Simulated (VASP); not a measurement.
# La2O3 (P-3m1) in VASP: further runs

La2O3 is run at these levels: PBE+D3(BJ); tasks: single point, relaxation of cell and atoms.

Program: VASP 6.6.1. These are calculated values, not measurements. Logs are shortened: lines on timing, memory, paths and dates and some standing lists are left out, and cuts for length are marked.

## (1) The cell of the first run

The structure is trigonal, space group P-3m1 (No. 164). Conventional cell: a = 3.923 Å, b = 3.923 Å, c = 6.100 Å, α = 90.00°, β = 90.00°, γ = 120.00°. La (site symmetry 3m) has 7 O at 2.36 to 2.72 Å within 3.1 Å. O (site symmetry 3m) has 4 La at 2.36 to 2.44 Å and 6 O at 2.88 to 3.13 Å within 3.2 Å. Within 3.6 Å of O (site symmetry -3m) lie 6 La at 2.72 Å and 6 O at 3.13 Å.

## (2) Single point, PBE+D3(BJ)

Contents of INCAR:

```
SYSTEM = La2O3
ALGO = Normal
EDIFF = 1E-6
ENCUT = 520
GGA = PE
ISIF = 2
ISMEAR = 0
IVDW = 12
LASPH = .TRUE.
LCHARG = .FALSE.
LREAL = .FALSE.
LWAVE = .FALSE.
NBANDS = 28
NELM = 60
PREC = Accurate
SIGMA = 0.02
```

Contents of KPOINTS:

```
k-points
0
G
  9 9 4
  0 0 0
```

Contents of POSCAR:

```
La2O3
1.0
    3.9225133531      0.0000000000      0.0000000000
   -1.9612566765      3.3969962105      0.0000000000
    0.0000000000      0.0000000000      6.0998991691
La O
2 3
Direct
    0.6666666667      0.3333333333      0.7542730231
    0.3333333333      0.6666666667      0.2457269769
    0.6666666667      0.3333333333      0.3538581992
    0.3333333333      0.6666666667      0.6461418008
    0.0000000000      0.0000000000      0.0000000000
```

Potentials or basis: VASP PAW PBE potentials, release 64 (La, O).

Run with:

```sh
$ cat potpaw_PBE.64/La/POTCAR potpaw_PBE.64/O/POTCAR > POTCAR
$ mpirun -np 1 vasp_std > vasp.out
```

OUTCAR:

```text
SYSTEM = La2O3
   EDIFF = 1E-6
   ENCUT = 520
   GGA = PE
   ISIF = 2
   ISMEAR = 0
   IVDW = 12
   LASPH = .TRUE.
   LREAL = .FALSE.
   NELM = 60
   PREC = Accurate
 IVDW          = 12

 ion  position               nearest neighbor table
   1  0.667  0.333  0.754-   4 2.36   4 2.36   4 2.36   3 2.44   5 2.72   5 2.72   5 2.72
   2  0.333  0.667  0.246-   3 2.36   3 2.36   3 2.36   4 2.44   5 2.72   5 2.72   5 2.72
   3  0.667  0.333  0.354-   2 2.36   2 2.36   2 2.36   1 2.44
   4  0.333  0.667  0.646-   1 2.36   1 2.36   1 2.36   2 2.44
   5  0.000  0.000  0.000-   1 2.72   2 2.72   1 2.72   2 2.72   1 2.72   2 2.72

  LATTYP: Found a hexagonal cell.
 ALAT       =     3.9225133531
 C/A-ratio  =     1.5550996568

  Lattice vectors:

 A1 = (   3.9225133531,   0.0000000000,   0.0000000000)
 A2 = (  -1.9612566765,   3.3969962105,   0.0000000000)
 A3 = (   0.0000000000,   0.0000000000,   6.0998991691)

Analysis of symmetry for initial positions (statically):
=====================================================================
 Subroutine PRICEL returns:
 Original cell was already a primitive cell.

 Routine SETGRP: Setting up the symmetry group for a
 hexagonal supercell.

 Subroutine GETGRP returns: Found 12 space group operations
 (whereof 12 operations were pure point group operations)
 out of a pool of 24 trial point group operations.

The static configuration has the point symmetry D_3d.

Analysis of symmetry for dynamics (positions and initial velocities):
=====================================================================
 Subroutine PRICEL returns:
 Original cell was already a primitive cell.

 Routine SETGRP: Setting up the symmetry group for a
 hexagonal supercell.

 Subroutine GETGRP returns: Found 12 space group operations
 (whereof 12 operations were pure point group operations)
 out of a pool of 24 trial point group operations.

The dynamic configuration has the point symmetry D_3d.

 Subroutine INISYM returns: Found 12 space group operations
 (whereof 12 operations are pure point group operations),
 and found     1 'primitive' translations

----------------------------------------------------------------------------------------

                                     Primitive cell

  volume of cell :      81.2797

  direct lattice vectors                    reciprocal lattice vectors
     3.922513353  0.000000000  0.000000000     0.254938584  0.147188860  0.000000000
    -1.961256676  3.396996210  0.000000000     0.000000000  0.294377720  0.000000000
     0.000000000  0.000000000  6.099899169     0.000000000  0.000000000  0.163937136

  length of vectors
     3.922513353  3.922513353  6.099899169     0.294377720  0.294377720  0.163937136

  position of ions in fractional coordinates (direct lattice)
     0.666666667  0.333333333  0.754273023
     0.333333333  0.666666667  0.245726977
     0.666666667  0.333333333  0.353858199
     0.333333333  0.666666667  0.646141801
     0.000000000  0.000000000  0.000000000

  ion indices of the primitive-cell ions
   primitive index   ion index
                 1           1
                 2           2
                 3           3
                 4           4
                 5           5

----------------------------------------------------------------------------------------

 KPOINTS: k-points

Automatic generation of k-mesh.
 Grid dimensions read from file:
 generate k-points for:    9    9    4

 Generating k-lattice:

  Cartesian coordinates                     Fractional coordinates (reciprocal lattice)
     0.028326509  0.016354318  0.000000000     0.111111111  0.000000000  0.000000000
     0.000000000  0.032708636  0.000000000     0.000000000  0.111111111  0.000000000
     0.000000000  0.000000000  0.040984284     0.000000000  0.000000000  0.250000000

  Length of vectors
     0.032708636  0.032708636  0.040984284

  Shift w.r.t. Gamma in fractional coordinates (k-lattice)
     0.000000000  0.000000000  0.000000000

 Subroutine IBZKPT returns following result:
 ===========================================

 Found     43 irreducible k-points:

 Following reciprocal coordinates:
            Coordinates               Weight
  0.000000  0.000000  0.000000      1.000000
  0.111111  0.000000  0.000000      6.000000
  0.222222  0.000000  0.000000      6.000000
  0.333333  0.000000  0.000000      6.000000
  0.444444  0.000000  0.000000      6.000000
  0.111111  0.111111  0.000000      6.000000
[... 16 lines left out ...]
  0.222222  0.111111  0.250000     12.000000
 -0.111111  0.333333  0.250000     12.000000
 [... further k-points ...]
   k-points           NKPTS =     43   k-points in BZ     NKDIM =     43   number of bands    NBANDS=     28
   number of dos      NEDOS =    301   number of ions     NIONS =      5
   total plane-waves  NPLWV =  43200
   dimension x,y,z NGX =    30 NGY =   30 NGZ =   48
   dimension x,y,z NGXF=    60 NGYF=   60 NGZF=   96
   ions per type =               2   3
   NGX,Y,Z   is equivalent  to a cutoff of  12.71, 12.71, 13.08 a.u.
   NGXF,Y,Z  is equivalent  to a cutoff of  25.43, 25.43, 26.16 a.u.
 SYSTEM =  La2O3
   PREC   = accura    normal or accurate (medium, high low for compatibility)
   ISTART =      0    job   : 0-new  1-cont  2-samecut
   ICHARG =      2    charge: 1-file 2-atom 10-const
   ISPIN  =      1    spin polarized calculation?
   LNONCOLLINEAR =      F non collinear calculations
   LSORBIT =      F    spin-orbit coupling
   LASPH  =      T    aspherical Exc in radial PAW
   ENCUT  =  520.0 eV  38.22 Ry    6.18 a.u.   7.29  7.29 11.34*2*pi/ulx,y,z
   NELM   =     60;   NELMIN=  2; NELMDL= -5     # of ELM steps
   EDIFF  = 0.1E-05   stopping-criterion for ELM
   LREAL  =      F    real-space projection
   EDIFFG = 0.1E-04   stopping-criterion for IOM
   NSW    =      0    number of steps for IOM
   IBRION =     -1    ionic relax: 0-MD 1-quasi-New 2-CG
   NFREE  =      0    steps in history (QN), initial steepest desc. (CG)
   ISIF   =      2    stress and relaxation
   ISYM   =      2    0-nonsym 1-usesym 2-fastsym
   POTIM  = 0.5000    time-step for ionic-motion
   TEBEG  =    0.0;   TEEND  =   0.0 temperature during run
   PSTRESS=    0.0 pullay stress
   NELECT =      40.0000    total number of electrons
   NUPDOWN=      -1.0000    fix difference up-down
   EMIN   =  10.00;   EMAX   =-10.00  energy-range for DOS
   EFERMI =   0.00;   METHOD = LEGACY
   ISMEAR =     0;   SIGMA  =   0.02  broadening in eV -4-tet -1-fermi 0-gaus
   EFERMI_NEDOS =   21; number of points for ismear=-14 and -15
   IALGO  =     38    algorithm
   IMIX   =      4    mixing-type and parameters
     AMIX     =   0.40;   BMIX     =  1.00
     AMIX_MAG =   1.60;   BMIX_MAG =  1.00
  volume/ion in A,a.u.               =      16.26       109.70
  Fermi-wavevector in a.u.,A,eV,Ry     =   1.292511  2.442491 22.729670  1.670584
  Thomas-Fermi vector in A             =   2.424214
   LORBIT       =      0    0 simple, 1 ext, 2 COOP (PROOUT), +10 PAW based schemes
   GGA     = PE    functional components
   LHFCALC =     F    Hartree Fock is set to
   AEXX    =    0.0000 exact exchange contribution
   IVDW    =    12    specifies the selected vdW correction
   LEPSILON=     F    determine dielectric tensor
   LRPA    =     F    only Hartree local field effects (RPA)
 non-spin polarized calculation
 Gauss-broadening in eV      SIGMA  =   0.02
  energy-cutoff  :      520.00
  volume of cell :       81.28
 maximum number of plane-waves:      2214
 NGX is ok and might be reduce to    30
   NGX = 15   NGY = 15   NGZ = 23

 number of electron      39.9999993 magnetization

 Free energy of the ion-electron system (eV)
  ---------------------------------------------------
  ext. energy  EPLUGINS =         0.00000000
  ---------------------------------------------------
  free energy    TOTEN  =       -41.81073991 eV

  energy without entropy =      -41.81073991  energy(sigma->0) =      -41.81073991

 E-fermi :   6.1993     XC(G=0): -10.5035

 val. band max:        6.0248403810   @ k =   0.4444   0.0000   0.5000
 cond. band min:       9.9183050276   @ k =   0.3333   0.3333   0.0000
 fundamental gap:      3.8934646466
 Fermi energy:         6.1993392665

 k-point     1 :       0.0000    0.0000    0.0000
  band No.  band energies     occupation
      1     -23.7641      2.00000
      2     -23.5137      2.00000
      3     -10.9179      2.00000
      4      -9.6560      2.00000
      5      -9.2206      2.00000
      6      -7.2271      2.00000
[... 20 lines left out ...]
     27      11.4430      0.00000
     28      11.6717      0.00000

 k-point     2 :       0.1111    0.0000    0.0000
  band No.  band energies     occupation
      1     -23.7422      2.00000
      2     -23.5046      2.00000
      3     -10.9143      2.00000
      4      -9.8885      2.00000
      5      -9.3950      2.00000
      6      -7.2785      2.00000
[... 20 lines left out ...]
     27      11.5324      0.00000
     28      11.6904      0.00000

 k-point     3 :       0.2222    0.0000    0.0000
  band No.  band energies     occupation
      1     -23.6841      2.00000
      2     -23.4835      2.00000
      3     -10.9631      2.00000
      4     -10.3816      2.00000
      5      -9.6138      2.00000
      6      -7.3967      2.00000
[... 20 lines left out ...]
     27      11.5690      0.00000
     28      11.6333      0.00000

 k-point     4 :       0.3333    0.0000    0.0000
  band No.  band energies     occupation
      1     -23.6106      2.00000
      2     -23.4653      2.00000
      3     -11.1133      2.00000
      4     -10.8574      2.00000
      5      -9.5714      2.00000
      6      -7.5181      2.00000
[... 578 lines left out ...]
     27      11.4630      0.00000
     28      11.6485      0.00000

 k-point    23 :       0.2222    0.1111    0.2500
  band No.  band energies     occupation
      1     -23.6121      2.00000
      2     -23.4947      2.00000
      3     -11.0997      2.00000
      4     -10.6892      2.00000
      5      -9.5975      2.00000
      6      -7.5075      2.00000
[... 20 lines left out ...]
     27      11.4839      0.00000
     28      11.6150      0.00000

 k-point    24 :      -0.1111    0.3333    0.2500
  band No.  band energies     occupation
      1     -23.6126      2.00000
      2     -23.4942      2.00000
      3     -11.0996      2.00000
      4     -10.7482      2.00000
      5      -9.4456      2.00000
      6      -7.5619      2.00000
[... 20 lines left out ...]
     27      11.4765      0.00000
     28      11.5758      0.00000

 [... further k-points ...]

------------------------ aborting loop because EDIFF is reached ----------------------------------------

 Edisp (eV)   -1.30145

 E8    (eV) :    -0.6329

  FORCE on cell =-STRESS in cart. coord.  units (eV):
  Direction    XX          YY          ZZ          XY          YZ          ZX
  --------------------------------------------------------------------------------------
  -------------------------------------------------------------------------------------
  Total      -0.15891    -0.15891    -0.12399    -0.00000     0.00000     0.00000
  in kB      -3.13246    -3.13246    -2.44403    -0.00000     0.00000     0.00000
  external pressure =       -2.90 kB  Pullay stress =        0.00 kB

 VOLUME and BASIS-vectors are now :
 -----------------------------------------------------------------------------
  energy-cutoff  :      520.00
  volume of cell :       81.28
      direct lattice vectors                 reciprocal lattice vectors
     3.922513353  0.000000000  0.000000000     0.254938584  0.147188860  0.000000000
    -1.961256676  3.396996210  0.000000000     0.000000000  0.294377720  0.000000000
     0.000000000  0.000000000  6.099899169     0.000000000  0.000000000  0.163937136

 POSITION                                       TOTAL-FORCE (eV/Angst)
 -----------------------------------------------------------------------------------
      1.96126      1.13233      4.60099        -0.000000      0.000000     -0.014241
     -0.00000      2.26466      1.49891         0.000000      0.000000      0.014241
      1.96126      1.13233      2.15850        -0.000000      0.000000     -0.003711
     -0.00000      2.26466      3.94140         0.000000      0.000000      0.003711
      0.00000      0.00000      0.00000         0.000000      0.000000      0.000000
 -----------------------------------------------------------------------------------
    total drift:                                0.000000      0.000000      0.000000

  FREE ENERGIE OF THE ION-ELECTRON SYSTEM (eV)
  ---------------------------------------------------
  free  energy   TOTEN  =       -43.1121917777 eV

  energy  without entropy=      -43.1121917777  energy(sigma->0) =      -43.11219178
```

Wall time 2.4 min (1 thread of Intel Xeon 8259CL, shared host); peak memory 0.27 GiB.

What came out:

```
Free energy                : -43.1122 eV
Pressure                   : -0.3 GPa
Largest force              : 0.014 eV/Å
Band gap on the k mesh     : 3.89 eV (least direct gap 3.98 eV)
Dispersion energy per atom : -0.260 eV
```

Forces in eV/Å, atoms in the order of the input:
```
La   0.000  0.000 -0.014
La   0.000  0.000  0.014
O    0.000  0.000 -0.004
O    0.000  0.000  0.004
O    0.000  0.000  0.000
```

Caveat: spin-orbit coupling is left out, which moves the levels of the heavy elements; an odd mesh through Γ misses points on the zone boundary, where band edges can lie.

## (3) Relaxation of cell and atoms, PBE+D3(BJ)

This run uses another cell than the first one, of 16.64 Å³/atom.

Contents of INCAR:

```
SYSTEM = La2O3
  PREC = Accurate
  ENCUT = 600
  EDIFF = 1E-6
  ISMEAR = 0
  SIGMA = 0.02
  LREAL = .FALSE.
  LASPH = .TRUE.
  NELM = 100
  ALGO = Normal
  ISIF = 3
  LWAVE = .FALSE.
  LCHARG = .FALSE.
  GGA = PE
  IVDW = 12
  IBRION = 2
  NSW = 70
  EDIFFG = -0.005
```

Contents of KPOINTS:

```
regular mesh
0
G
  9 9 4
  0 0 0
```

Contents of POSCAR:

```
La2O3
1.0
    3.9404525857      0.0000000000      0.0000000000
   -1.9702262928      3.4125320416      0.0000000000
    0.0000000000      0.0000000000      6.1873633923
La O
2 3
Direct
    0.6666666667      0.3333333333      0.7526270479
    0.3333333333      0.6666666667      0.2473729521
    0.6666666667      0.3333333333      0.3546960238
    0.3333333333      0.6666666667      0.6453039762
    0.0000000000      0.0000000000      0.0000000000
```

Potentials or basis: VASP PAW PBE potentials, release 64 (La, O).

Run with:

```sh
$ cat potpaw_PBE.64/La/POTCAR potpaw_PBE.64/O/POTCAR > POTCAR
$ mpirun -np 1 vasp_std > vasp.out
```

Wall time 14 min (1 thread of Intel Xeon 8259CL, shared host); peak memory 0.31 GiB.

It converged, with:

```
Free energy                           : -43.1236 eV
Relaxed volume                        : 16.20 Å³/atom
Relaxed cell                          : a = 3.919 Å, b = 3.919 Å, c = 6.091 Å, α = 90.00°, β = 90.00°, γ = 120.00°
Space group after relaxing (to 0.1 Å) : P-3m1 (No. 164)
Energy gained by relaxing             : 4.1 meV/atom
Ionic steps                           : 14
Pressure after relaxing               : 0.0 GPa
Band gap on the k mesh                : 3.90 eV (least direct gap 3.98 eV)
Dispersion energy per atom            : -0.261 eV
```

The path:
| step | energy change (eV) | largest force (eV/Å) | pressure (GPa) | volume (Å³) |
| --- | --- | --- | --- | --- |
| 1 | 0.0000 | 0.0181 | -2.96 | 83.20 |
| 2 | -0.0005 | 0.3454 | 3.11 | 79.56 |
| 3 | -0.0176 | 0.1605 | -0.03 | 81.34 |
| 4 | -0.0195 | 0.0278 | -0.01 | 81.16 |
| 5 | -0.0197 | 0.0378 | 0.00 | 81.09 |
| 6 | -0.0201 | 0.0328 | 0.00 | 81.06 |
| 7 | -0.0203 | 0.0269 | -0.02 | 81.03 |
| 8 | -0.0204 | 0.0108 | 0.01 | 81.00 |
| 9 | -0.0204 | 0.0076 | 0.04 | 80.98 |
| 10 | -0.0204 | 0.0075 | 0.03 | 80.98 |
| 11 | -0.0204 | 0.0073 | 0.03 | 80.97 |
| 12 | -0.0204 | 0.0076 | 0.05 | 80.97 |
| 13 | -0.0204 | 0.0138 | -0.11 | 81.05 |
| 14 | -0.0204 | 0.0016 | -0.01 | 81.00 |

Final structure:
```
La O
1.0
     3.91861    0.00000    0.00000
    -1.95930    3.39361    0.00000
     0.00000    0.00000    6.09104
La O
2 3
Direct
  0.66667 0.33333 0.75437
  0.33333 0.66667 0.24563
  0.66667 0.33333 0.35375
  0.33333 0.66667 0.64625
  0.00000 0.00000 0.00000
```

Levels at points of the mesh, in eV from the valence-band top:
```tsv
k point	band 17	band 18	band 19	band 20	band 21	band 22	band 23	band 24
(0.00, 0.00, 0.00)	-1.66	-0.38	-0.38	-0.11	4.37	4.62	4.62	5.24
(0.00, 0.00, 0.50)	-0.99	-0.79	-0.28	-0.28	4.75	4.76	4.76	5.02
```

Caveat: spin-orbit coupling is left out, which moves the levels of the heavy elements; an odd mesh through Γ misses points on the zone boundary, where band edges can lie.
